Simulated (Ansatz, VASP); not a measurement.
Two plane-wave programs on TiB2

```xyz
3
Lattice="3.0292 0.0000 0.0000 -1.5146 2.6234 0.0000 0.0000 0.0000 3.2284" Properties=species:S:1:pos:R:3 pbc="T T T"
Ti    0.0000    0.0000    0.0000
B     0.0000    1.7489    1.6142
B     1.5146    0.8745    1.6142
```

Alike in both runs: task single point; functional PBE; k mesh 6 × 6 × 6; occupations gaussian, width 0.1 eV; collinear spin.

|  | VASP | Ansatz |
| --- | --- | --- |
| version | VASP 6.6.1 | Ansatz 0.2.0 |
| potentials or method | VASP PAW PBE potentials, release 64 (Ti_sv, B), cutoff 520 eV | scalar-relativistic, plane waves, PAW |
| valence electrons in the cell | 18 | 18 |

VASP gave:

| Item | Value |
| --- | --- |
| gap on the k mesh at the Fermi level (eV) | none |
| pressure (GPa) | 0.7 |
| traceless stress, the component that is largest in VASP (GPa) | -1.73 |
| net moment per atom (μB) | 0.00 |

Problem. Estimate Ansatz's values.

Solution. gap on the k mesh at the Fermi level (eV): none; pressure (GPa): 0.5; traceless stress, the component that is largest in VASP (GPa): -1.74; net moment per atom (μB): 0.00.

A gap of «none» marks a metal or a gap that the smearing closes. Ansatz's warnings: seeded moment not kept.

The k mesh is coarse, so the values compare programs but aren't converged.
